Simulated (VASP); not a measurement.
# SiC: single point with r2SCAN

The system is SiC.

```
Si C
1.0
     2.95446    0.00000    0.00000
    -1.47723    2.55863    0.00000
     0.00000    0.00000   10.07677
Si C
4 4
Direct
  0.66667 0.33333 0.93784
  0.33333 0.66667 0.43784
  0.00000 0.00000 0.68789
  0.00000 0.00000 0.18789
  0.66667 0.33333 0.74980
  0.33333 0.66667 0.24980
  0.00000 0.00000 0.50046
  0.00000 0.00000 0.00046
```

This cell differs from its parent crystal: strain -0.040 along x and y, +0.000 along z.

| Property | Result |
| --- | --- |
| Program | VASP 6.6.1 |
| Task | single point |
| Functional | r2SCAN |
| Potentials or basis | VASP PAW PBE potentials, release 64 (Si, C) |
| Cutoff | 520 eV |
| k mesh | 12 × 12 × 4 |
| Occupations | gaussian, width 0.05 eV |
| Spin | no spin polarisation |

The pressure is 22.2 GPa and the largest force is 0.528 eV/Å. The band gap on the k mesh is 2.41 eV (least direct gap 3.74 eV).

Forces in eV/Å, atoms in the order of the input:
```
Si   0.000  0.000 -0.491
Si   0.000  0.000 -0.491
Si   0.000  0.000 -0.513
Si   0.000  0.000 -0.513
C    0.000  0.000  0.528
C    0.000  0.000  0.528
C    0.000  0.000  0.475
C    0.000  0.000  0.475
```

Stress tensor (GPa, compression positive):
```
31.76  0.00  0.00
 0.00 31.76  0.00
 0.00  0.00  3.10
```

Levels at points of the mesh, in eV from the valence-band top:
```tsv
k point	band 13	band 14	band 15	band 16	band 17	band 18	band 19	band 20
(0.00, 0.00, 0.00)	-0.53	-0.36	0.00	0.00	6.69	7.09	7.52	8.09
(0.50, 0.00, 0.00)	-2.55	-2.54	-1.91	-1.33	2.41	2.92	5.09	5.49
(0.00, 0.00, 0.50)	-0.18	-0.18	-0.18	-0.18	7.21	7.21	7.98	7.98
(0.50, 0.00, 0.50)	-2.84	-2.84	-1.74	-1.74	3.09	3.09	4.80	4.80
```

It took 11 min on 1 thread of AMD EPYC 7R43 64-Core Processor (Zen 3), on a shared host, peak memory 0.22 GiB.

Caveat: the cell differs from its parent crystal (strain -0.040 along x and y, +0.000 along z); the stress differs along the axes, from 3 to 32 GPa; the PAW data sets were made with another functional, which shifts forces and pressure a little. A k mesh can miss the band edges.
